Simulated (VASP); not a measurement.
# CsLi (P-6m2) in VASP: further runs

The runs below take CsLi through relaxation of cell and atoms, single point, with PBE+D3(BJ).

All numbers are computed with VASP 6.6.1; they aren't measurements. Logs are shortened: lines on timing, memory, paths and dates and some standing lists are left out, and cuts for length are marked.

**1. The cell of the first run**

The structure is hexagonal, space group P-6m2 (No. 187). The conventional cell has a = 3.887 Å, b = 3.887 Å, c = 6.364 Å, α = 90.00°, β = 90.00°, γ = 120.00°. Cs (site symmetry -6m2) has 6 Cs at 3.89 Å and 6 Li at 3.89 Å within 5.1 Å. Li (site symmetry -6m2) has 6 Li at 3.89 Å and 6 Cs at 3.89 Å within 5.1 Å.

**2. Relaxation of cell and atoms, PBE+D3(BJ)**

File INCAR:

```
PREC = Accurate
ENCUT = 600
EDIFF = 1E-7
ISMEAR = 0
SIGMA = 0.1
LREAL = False
LASPH = True
NELM = 100
ALGO = Normal
ISIF = 3
LWAVE = False
LCHARG = False
GGA = PE
IVDW = 12
IBRION = 2
NSW = 100
EDIFFG = -0.005
```

File KPOINTS:

```
regular mesh
0
Gamma
  12 12 8
```

File POSCAR:

```
CsLi
1.0
    3.8870801077      0.0000000000      0.0000000000
   -1.9435400538      3.3663101198      0.0000000000
    0.0000000000      0.0000000000      6.3635118280
Cs Li
1 1
Direct
    0.3333333333      0.6666666667      0.5000000000
    0.0000000000      0.0000000000      0.0000000000
```

Potentials or basis: VASP PAW PBE potentials, release 64 (Cs_sv, Li_sv).

On the command line:

```
$ cat potpaw_PBE.64/Cs_sv/POTCAR potpaw_PBE.64/Li_sv/POTCAR > POTCAR
$ mpirun -np 1 vasp_std > vasp.out
```

OUTCAR:

```text
PREC = Accurate
   ENCUT = 600
   EDIFF = 1E-7
   ISMEAR = 0
   LREAL = False
   LASPH = True
   NELM = 100
   ISIF = 3
   GGA = PE
   IVDW = 12
   IBRION = 2
   NSW = 100
   EDIFFG = -0.005
 IVDW          = 12

 ion  position               nearest neighbor table
   1  0.333  0.667  0.500-
   2  0.000  0.000  0.000-

  LATTYP: Found a hexagonal cell.
 ALAT       =     3.8870801077
 C/A-ratio  =     1.6370930497

  Lattice vectors:

 A1 = (   3.8870801077,   0.0000000000,   0.0000000000)
 A2 = (  -1.9435400538,   3.3663101198,   0.0000000000)
 A3 = (   0.0000000000,   0.0000000000,   6.3635118280)

Analysis of symmetry for initial positions (statically):
=====================================================================
 Subroutine PRICEL returns:
 Original cell was already a primitive cell.

 Routine SETGRP: Setting up the symmetry group for a
 hexagonal supercell.

 Subroutine GETGRP returns: Found 12 space group operations
 (whereof 12 operations were pure point group operations)
 out of a pool of 24 trial point group operations.

The static configuration has the point symmetry D_3h.

Analysis of symmetry for dynamics (positions and initial velocities):
=====================================================================
 Subroutine PRICEL returns:
 Original cell was already a primitive cell.

 Routine SETGRP: Setting up the symmetry group for a
 hexagonal supercell.

 Subroutine GETGRP returns: Found 12 space group operations
 (whereof 12 operations were pure point group operations)
 out of a pool of 24 trial point group operations.

The dynamic configuration has the point symmetry D_3h.

 Subroutine INISYM returns: Found 12 space group operations
 (whereof 12 operations are pure point group operations),
 and found     1 'primitive' translations

----------------------------------------------------------------------------------------

                                     Primitive cell

  volume of cell :      83.2673

  direct lattice vectors                    reciprocal lattice vectors
     3.887080108  0.000000000  0.000000000     0.257262514  0.148530582  0.000000000
    -1.943540054  3.366310120  0.000000000     0.000000000  0.297061163  0.000000000
     0.000000000  0.000000000  6.363511828     0.000000000  0.000000000  0.157145932

  length of vectors
     3.887080108  3.887080108  6.363511828     0.297061163  0.297061163  0.157145932

  position of ions in fractional coordinates (direct lattice)
     0.333333333  0.666666667  0.500000000
     0.000000000  0.000000000  0.000000000

  ion indices of the primitive-cell ions
   primitive index   ion index
                 1           1
                 2           2

----------------------------------------------------------------------------------------

 KPOINTS: regular mesh

Automatic generation of k-mesh.
 Grid dimensions read from file:
 generate k-points for:   12   12    8

 Generating k-lattice:

  Cartesian coordinates                     Fractional coordinates (reciprocal lattice)
     0.021438543  0.012377548  0.000000000     0.083333333 -0.000000000  0.000000000
     0.000000000  0.024755097  0.000000000     0.000000000  0.083333333  0.000000000
     0.000000000  0.000000000  0.019643242     0.000000000  0.000000000  0.125000000

  Length of vectors
     0.024755097  0.024755097  0.019643242

  Shift w.r.t. Gamma in fractional coordinates (k-lattice)
     0.000000000  0.000000000  0.000000000

 Subroutine IBZKPT returns following result:
 ===========================================

 Found     95 irreducible k-points:

 Following reciprocal coordinates:
            Coordinates               Weight
  0.000000  0.000000  0.000000      1.000000
  0.083333  0.000000  0.000000      6.000000
  0.166667  0.000000  0.000000      6.000000
  0.250000  0.000000  0.000000      6.000000
  0.333333  0.000000  0.000000      6.000000
  0.416667  0.000000  0.000000      6.000000
[... 16 lines left out ...]
  0.250000  0.000000  0.125000     12.000000
  0.333333  0.000000  0.125000     12.000000
 [... further k-points ...]
   k-points           NKPTS =     95   k-points in BZ     NKDIM =     95   number of bands    NBANDS=     10
   number of dos      NEDOS =    301   number of ions     NIONS =      2
   total plane-waves  NPLWV =  55296
   dimension x,y,z NGX =    32 NGY =   32 NGZ =   54
   dimension x,y,z NGXF=    64 NGYF=   64 NGZF=  108
   ions per type =               1   1
   NGX,Y,Z   is equivalent  to a cutoff of  13.69, 13.69, 14.11 a.u.
   NGXF,Y,Z  is equivalent  to a cutoff of  27.37, 27.37, 28.21 a.u.
 SYSTEM =  unknown system
   PREC   = accura    normal or accurate (medium, high low for compatibility)
   ISTART =      0    job   : 0-new  1-cont  2-samecut
   ICHARG =      2    charge: 1-file 2-atom 10-const
   ISPIN  =      1    spin polarized calculation?
   LNONCOLLINEAR =      F non collinear calculations
   LSORBIT =      F    spin-orbit coupling
[... 56 lines left out ...]

 Edisp (eV)   -0.31569

 E8    (eV) :    -0.1685

  FORCE on cell =-STRESS in cart. coord.  units (eV):
  Direction    XX          YY          ZZ          XY          YZ          ZX
  --------------------------------------------------------------------------------------
  -------------------------------------------------------------------------------------
  Total       0.88394     0.88394     0.14609     0.00000    -0.00000     0.00000
  in kB      17.00827    17.00827     2.81106     0.00000    -0.00000     0.00000
  external pressure =       12.28 kB  Pullay stress =        0.00 kB

 VOLUME and BASIS-vectors are now :
 -----------------------------------------------------------------------------
  energy-cutoff  :      600.00
  volume of cell :       83.27
      direct lattice vectors                 reciprocal lattice vectors
     3.887080108  0.000000000  0.000000000     0.257262514  0.148530582  0.000000000
    -1.943540054  3.366310120  0.000000000     0.000000000  0.297061163  0.000000000
     0.000000000  0.000000000  6.363511828     0.000000000  0.000000000  0.157145932
[... 281 lines left out ...]
 POSITION                                       TOTAL-FORCE (eV/Angst)
 -----------------------------------------------------------------------------------
     -0.00000      2.55235      3.17693         0.000000     -0.000000      0.000000
      0.00000      0.00000     -0.00000        -0.000000      0.000000     -0.000000
 -----------------------------------------------------------------------------------
    total drift:                                0.000000     -0.000000     -0.000000

  FREE ENERGIE OF THE ION-ELECTRON SYSTEM (eV)
  ---------------------------------------------------
  free  energy   TOTEN  =        -2.3588014008 eV

  energy  without entropy=       -2.3536040228  energy(sigma->0) =       -2.35620271

--------------------------------------- Ionic step        9  -------------------------------------------

 number of electron      11.9999987 magnetization

 Free energy of the ion-electron system (eV)
  ---------------------------------------------------
  ext. energy  EPLUGINS =         0.00000000
  ---------------------------------------------------
  free energy    TOTEN  =        -2.11894793 eV

  energy without entropy =       -2.11378396  energy(sigma->0) =       -2.11636595

 E-fermi :   1.0098     XC(G=0):  -6.4339

 val. band max:        1.0051126933   @ k =   0.4167   0.1667   0.0000
 cond. band min:       1.0284599723   @ k =   0.5000   0.0000   0.2500
 fundamental gap:      0.0233472790
 Fermi energy:         1.0098054824

 k-point     1 :       0.0000    0.0000    0.0000
  band No.  band energies     occupation
      1     -46.8915      2.00000
      2     -22.6258      2.00000
      3      -9.4043      2.00000
      4      -9.1697      2.00000
      5      -9.1697      2.00000
      6      -1.3062      2.00000
      7       1.5100      0.00000
      8       2.4375      0.00000
      9       3.9273      0.00000
     10       3.9273      0.00000

 k-point     2 :       0.0833    0.0000    0.0000
  band No.  band energies     occupation
      1     -46.8915      2.00000
      2     -22.6214      2.00000
      3      -9.3957      2.00000
      4      -9.2227      2.00000
      5      -9.1809      2.00000
      6      -1.2130      2.00000
      7       1.6224      0.00000
      8       2.3879      0.00000
      9       3.6869      0.00000
     10       4.0385      0.00000
[... 274 lines left out ...]
 k-point    24 :       0.3333    0.0000    0.1250
  band No.  band energies     occupation
      1     -46.8915      2.00000
      2     -22.5769      2.00000
      3      -9.7138      2.00000
      4      -9.3085      2.00000
      5      -9.2916      2.00000
      6      -0.0426      2.00000
      7       1.6744      0.00000
      8       2.2268      0.00000
      9       2.8587      0.00000
     10       4.9277      0.00000

 [... further k-points ...]

------------------------ aborting loop because EDIFF is reached ----------------------------------------

 Edisp (eV)   -0.23988

 E8    (eV) :    -0.1280

  FORCE on cell =-STRESS in cart. coord.  units (eV):
  Direction    XX          YY          ZZ          XY          YZ          ZX
  --------------------------------------------------------------------------------------
  -------------------------------------------------------------------------------------
  Total       0.00890     0.00890     0.00472     0.00000     0.00000     0.00000
  in kB       0.13241     0.13241     0.07027     0.00000     0.00000     0.00000
  external pressure =        0.11 kB  Pullay stress =        0.00 kB

 VOLUME and BASIS-vectors are now :
 -----------------------------------------------------------------------------
  energy-cutoff  :      600.00
  volume of cell :      107.71
      direct lattice vectors                 reciprocal lattice vectors
     4.419210156  0.000000000 -0.000000000     0.226284780  0.130645579  0.000000000
    -2.209605078  3.827148260 -0.000000000    -0.000000000  0.261291158  0.000000000
    -0.000000000 -0.000000000  6.368433940     0.000000000  0.000000000  0.157024476

 POSITION                                       TOTAL-FORCE (eV/Angst)
 -----------------------------------------------------------------------------------
     -0.00000      2.55143      3.18422        -0.000000     -0.000000      0.000000
      0.00000     -0.00000      6.36843         0.000000      0.000000     -0.000000
 -----------------------------------------------------------------------------------
    total drift:                                0.000000     -0.000000     -0.000000

  FREE ENERGIE OF THE ION-ELECTRON SYSTEM (eV)
  ---------------------------------------------------
  free  energy   TOTEN  =        -2.3588235256 eV

  energy  without entropy=       -2.3536595542  energy(sigma->0) =       -2.35624154

 reached required accuracy - stopping structural energy minimisation
```

It took 3.4 min on 1 thread of Intel Xeon 6975P-C (Granite Rapids), shared host; peak memory 0.31 GiB.

Results:

| Property | Result |
| --- | --- |
| Free energy | -2.3588 eV |
| Relaxed volume | 53.85 Å³/atom |
| Relaxed cell | a = 4.419 Å, b = 4.419 Å, c = 6.368 Å, α = 90.00°, β = 90.00°, γ = 120.00° |
| Space group after relaxing (to 0.05 Å) | P-6m2 (No. 187) |
| Energy gained by relaxing | 57.7 meV/atom |
| Ionic steps | 9 |
| Pressure after relaxing | 0.0 GPa |
| Band gap on the k mesh | zero (band 6 reaches 1.78 eV, above the bottom of band 7 at -0.16 eV) |
| Dispersion energy per atom | -0.120 eV |

The path:
```
step  energy change (eV)  largest force (eV/Å)  pressure (GPa)  volume (Å³)
   1              0.0000                0.0000            1.23        83.27
   2             -0.0348                0.0000            0.99        87.16
   3             -0.1003                0.0000            0.34        99.46
   4             -0.0756                0.0000           -0.63       126.88
   5             -0.1139                0.0000           -0.04       108.71
   6             -0.1139                0.0000           -0.06       109.26
   7             -0.1147                0.0000           -0.04       108.77
   8             -0.1153                0.0000            0.02       107.54
   9             -0.1154                0.0000            0.01       107.71
```

Final structure:
```
CELL_PARAMETERS angstrom
4.41921 0.00000 0.00000
-2.20961 3.82715 0.00000
0.00000 0.00000 6.36843
ATOMIC_POSITIONS crystal
Cs 0.33333 0.66667 0.50000
Li 0.00000 0.00000 0.00000
```

Caveat: the cutoff is under 1.25 times the usual one of these potentials, so pressure, stress and relaxed cells hold a basis-set (Pulay) error; the volume moved by over 15 % at a fixed basis, so the end points are rough; spin-orbit coupling is left out, which moves the levels of the heavy elements; pairwise dispersion overbinds metals, which lowers pressure and volume.

**3. Single point, PBE+D3(BJ)**

This run uses another cell than the first one, of 56.16 Å³/atom, 1.349 times its volume.

File INCAR:

```
ALGO = Normal
EDIFF = 1E-7
ENCUT = 520
GGA = PE
ISIF = 2
ISMEAR = -1
IVDW = 12
LASPH = T
LCHARG = T
LELF = T
LREAL = F
LVHAR = T
LWAVE = F
NBANDS = 13
NELM = 100
PREC = Accurate
SIGMA = 0.15
```

File KPOINTS:

```
k-points
0
Gamma
  12 12 8
```

File POSCAR:

```
CsLi
1.0
    4.5113712820      0.0000000000      0.0000000000
   -2.2556856410      3.9069621362      0.0000000000
    0.0000000000      0.0000000000      6.3727242135
Cs Li
1 1
Direct
    0.3333333333      0.6666666667      0.5000000000
    0.0000000000      0.0000000000      0.0000000000
```

Potentials or basis: VASP PAW PBE potentials, release 64 (Cs_sv, Li_sv).

On the command line:

```
$ cat potpaw_PBE.64/Cs_sv/POTCAR potpaw_PBE.64/Li_sv/POTCAR > POTCAR
$ mpirun -np 1 vasp_std > vasp.out
```

Run time: 1.8 min. Hardware: 1 thread of Intel Xeon Platinum 8375C at 2.90GHz (Ice Lake), shared host; peak memory 0.32 GiB.

The run converged. Its results:

| Quantity | Value |
| --- | --- |
| Free energy | -2.4177 eV |
| Band gap on the k mesh | zero (band 6 reaches 1.55 eV, above the bottom of band 7 at -0.29 eV) |
| Dispersion energy per atom | -0.115 eV |

Levels at points of the mesh, in eV from the Fermi level:
| k point | band 2 | band 3 | band 4 | band 5 | band 6 | band 7 | band 8 | band 9 | band 10 | band 11 |
| --- | --- | --- | --- | --- | --- | --- | --- | --- | --- | --- |
| (0.00, 0.00, 0.00) | -23.55 | -10.33 | -10.14 | -10.14 | -2.25 | 0.60 | 1.46 | 2.92 | 2.92 | 4.95 |
| (0.50, 0.00, 0.00) | -23.50 | -10.74 | -10.28 | -10.22 | -0.31 | 0.49 | 0.86 | 1.40 | 4.03 | 4.08 |
| (0.00, 0.00, 0.50) | -23.55 | -10.36 | -10.14 | -10.14 | -1.19 | -1.13 | 2.38 | 3.08 | 3.08 | 4.31 |
| (0.50, 0.00, 0.50) | -23.50 | -10.74 | -10.27 | -10.24 | -0.23 | 0.41 | 0.88 | 2.12 | 2.92 | 3.50 |

Caveat: the cutoff is under 1.25 times the usual one of these potentials, so pressure, stress and relaxed cells hold a basis-set (Pulay) error; spin-orbit coupling is left out, which moves the levels of the heavy elements; pairwise dispersion overbinds metals, which lowers pressure and volume.

**4. Relaxation of cell and atoms, PBE+D3(BJ)**

This run uses another cell than the first one, of 54.85 Å³/atom, 1.317 times its volume.

File INCAR:

```
PREC = Accurate
ENCUT = 600
EDIFF = 1E-6
ISMEAR = -1
SIGMA = 0.15
LREAL = F
LASPH = T
NELM = 100
ALGO = Normal
ISIF = 3
LWAVE = F
LCHARG = F
GGA = PE
IVDW = 12
IBRION = 2
NSW = 80
EDIFFG = -0.001
```

File KPOINTS:

```
regular mesh
0
Gamma
  12 12 8
```

File POSCAR:

```
CsLi
1.0
    4.4635461557      0.0000000000      0.0000000000
   -2.2317730778      3.8655443618      0.0000000000
    0.0000000000      0.0000000000      6.3574236147
Cs Li
1 1
Direct
    0.3333333333      0.6666666667      0.5000000000
    0.0000000000      0.0000000000      0.0000000000
```

On the command line:

```
$ cat potpaw_PBE.64/Cs_sv/POTCAR potpaw_PBE.64/Li_sv/POTCAR > POTCAR
$ mpirun -np 1 vasp_std > vasp.out
```

Run time: 14 min. Hardware: 1 thread of Intel Xeon Platinum 8375C at 2.90GHz (Ice Lake), shared host; peak memory 0.37 GiB.

The run converged. Its results:

```
Free energy                            : -2.4170 eV
Relaxed volume                         : 55.73 Å³/atom
Relaxed cell                           : a = 4.494 Å, b = 4.494 Å, c = 6.371 Å, α = 90.00°, β = 90.00°, γ = 120.00°
Space group after relaxing (to 0.05 Å) : P-6m2 (No. 187)
Energy gained by relaxing              : 0.1 meV/atom
Ionic steps                            : 23
Pressure after relaxing                : 0.0 GPa
Band gap on the k mesh                 : zero (band 6 reaches 1.59 eV, above the bottom of band 7 at -0.26 eV)
Dispersion energy per atom             : -0.116 eV
```

The path:
| step | energy change (eV) | largest force (eV/Å) | pressure (GPa) | volume (Å³) |
| --- | --- | --- | --- | --- |
| 1 | 0.0000 | 0.0000 | 0.05 | 109.69 |
| 2 | -0.0001 | 0.0000 | 0.04 | 109.95 |
| 3 | -0.0002 | 0.0000 | 0.01 | 110.71 |
| 4 | -0.0001 | 0.0000 | -0.03 | 112.26 |
| 5 | -0.0002 | 0.0000 | 0.00 | 111.21 |
| 6 | -0.0002 | 0.0000 | 0.00 | 111.35 |
| 7 | -0.0002 | 0.0000 | -0.01 | 111.52 |
| 8 | -0.0002 | 0.0000 | -0.01 | 111.39 |
| 9 | -0.0002 | 0.0000 | 0.00 | 111.31 |
| 10 | -0.0002 | 0.0000 | 0.01 | 111.10 |
| 11 | -0.0002 | 0.0000 | 0.01 | 111.14 |
| 12 | -0.0002 | 0.0000 | 0.01 | 111.20 |
| 13 | -0.0002 | 0.0000 | 0.01 | 111.17 |
| 14 | -0.0002 | 0.0000 | 0.01 | 111.16 |
| 15 | -0.0002 | 0.0000 | 0.01 | 111.16 |
| 16 | -0.0002 | 0.0000 | 0.01 | 111.17 |
| 17 | -0.0003 | 0.0000 | 0.00 | 111.34 |
| 18 | -0.0002 | 0.0000 | 0.00 | 111.54 |
| 19 | -0.0003 | 0.0000 | -0.01 | 111.46 |
| 20 | -0.0003 | 0.0000 | 0.00 | 111.40 |
| 21 | -0.0003 | 0.0000 | 0.00 | 111.37 |
| 22 | -0.0003 | 0.0000 | 0.00 | 111.39 |
| 23 | -0.0003 | 0.0000 | 0.00 | 111.45 |

Final structure:
```
Cs Li
1.0
     4.49444    0.00000    0.00000
    -2.24722    3.89230    0.00000
     0.00000    0.00000    6.37091
Cs Li
1 1
Direct
  0.33333 0.66667 0.50000
  0.00000 0.00000 0.00000
```

Levels at points of the mesh, in eV from the Fermi level:
```csv
k point,band 3,band 4,band 5,band 6,band 7,band 8,band 9,band 10
"(0.00, 0.00, 0.00)",-10.34,-10.14,-10.14,-2.26,0.59,1.46,2.93,2.93
"(0.50, 0.00, 0.00)",-10.76,-10.28,-10.23,-0.31,0.50,0.85,1.39,4.06
"(0.00, 0.00, 0.50)",-10.36,-10.14,-10.14,-1.19,-1.14,2.37,3.09,3.09
"(0.50, 0.00, 0.50)",-10.75,-10.28,-10.24,-0.24,0.40,0.88,2.14,2.94
```

Caveat: the cutoff is under 1.25 times the usual one of these potentials, so pressure, stress and relaxed cells hold a basis-set (Pulay) error; spin-orbit coupling is left out, which moves the levels of the heavy elements; pairwise dispersion overbinds metals, which lowers pressure and volume.

**5. Overview**

```csv
task,cell,cutoff (eV),smearing,gap on the mesh (eV),pressure (GPa),relaxed volume (Å³/atom)
relaxation of cell and atoms,"relaxed from a = 3.887, b = 3.887, c = 6.364 Å, angles 90.0, 90.0, 120.0°, 2 atoms",600,gaussian 0.1 eV,none,0.0,53.85
single point,"a = 4.511, b = 4.511, c = 6.373 Å, angles 90.0, 90.0, 120.0°, 2 atoms",520,fermi-dirac 0.15 eV,none,-,-
relaxation of cell and atoms,"relaxed from a = 4.464, b = 4.464, c = 6.357 Å, angles 90.0, 90.0, 120.0°, 2 atoms",600,fermi-dirac 0.15 eV,none,0.0,55.73
```

Alike in all rows: level PBE+D3(BJ); potentials or basis VASP PAW PBE potentials, release 64 (Cs_sv, Li_sv); no spin polarisation; k mesh 12 × 12 × 8.

Caveats: the cutoff is under 1.25 times the usual one of these potentials, so pressure, stress and relaxed cells hold a basis-set (Pulay) error; spin-orbit coupling is left out, which moves the levels of the heavy elements; pairwise dispersion overbinds metals, which lowers pressure and volume; the volume moved by over 15 % at a fixed basis, so the end points are rough (some runs).

Absolute energies hang on the potentials; compare differences alone.
